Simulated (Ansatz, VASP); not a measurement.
# One calculation of MgO, two programs

POSCAR

```
MgO
1.0
    2.9803846610      0.0000000000      0.0000000000
   -1.4901923305      2.5810888295      0.0000000000
    0.0000000000      0.0000000000      5.1919721355
Mg O
2 2
Direct
    0.0000000000      0.0000000000      0.0000000000
    0.0000000000      0.0000000000      0.5000000000
    0.3333333333      0.6666666667      0.2500000000
    0.6666666667      0.3333333333      0.7500000000
```

File INCAR.step1:

```
SYSTEM = MgO
PREC = Accurate
ENCUT = 920
ISMEAR = 0
SIGMA = 0.01
LREAL = .False.
LASPH = .True.
NELM = 120
NBANDS = 24
GGA = PE
ALGO = Normal
EDIFF = 1E-5
LWAVE = .True.
LCHARG = .False.
GGA_COMPAT = .False.
```

Contents of INCAR.step2:

```
SYSTEM = MgO
PREC = Accurate
ENCUT = 920
EDIFF = 1E-6
ISMEAR = 0
SIGMA = 0.01
LREAL = .False.
LASPH = .True.
NELM = 120
ALGO = Normal
ISIF = 2
LWAVE = .False.
LCHARG = .False.
METAGGA = R2SCAN
LMIXTAU = .True.
NBANDS = 24
ISTART = 1
GGA_COMPAT = .False.
```

The input KPOINTS:

```
regular mesh
0
Gamma
  9 9 4
  0 0 0
```

Input for Ansatz:

```yaml
crystal:
  lattice:
    - [2.980384661, 0.0, 0.0]
    - [-1.4901923305, 2.5810888295, 0.0]
    - [0.0, 0.0, 5.1919721355]
  atoms:
    - { symbol: Mg, position: [0.0, 0.0, 0.0] }
    - { symbol: Mg, position: [0.0, 0.0, 0.5] }
    - { symbol: O, position: [0.3333333333, 0.6666666667, 0.25] }
    - { symbol: O, position: [0.6666666667, 0.3333333333, 0.75] }
kpoints:
  mp_grid: { grid: [9, 9, 4] }
hamiltonian:
  xc: r2scan
scf:
  occupations: { method: fixed }
  n_extra_bands: 5
output:
  forces: true
  stress: true
  eigenvalues: true
```

Alike in both runs: task single point; functional r2SCAN; k mesh 9 × 9 × 4; no spin polarisation.

```csv
,VASP,Ansatz
version,VASP 6.6.1,Ansatz 0.2.0
potentials or method,"VASP PAW PBE potentials, release 64 (Mg_sv, O)","plane waves, PAW"
plane-wave cutoff (eV),920,500
occupations,"gaussian, width 0.01 eV",fixed
valence electrons in the cell,32,32
```

```csv
,VASP,Ansatz,Ansatz less VASP
gap on the k mesh at the Fermi level (eV),4.80,4.78,-0.019
pressure (GPa),-8.0,-8.4,-0.37
"traceless stress, the component that is largest in VASP (GPa)",-0.60,-0.52,+0.078
```

VASP's potentials were made for PBE, not for r2SCAN.
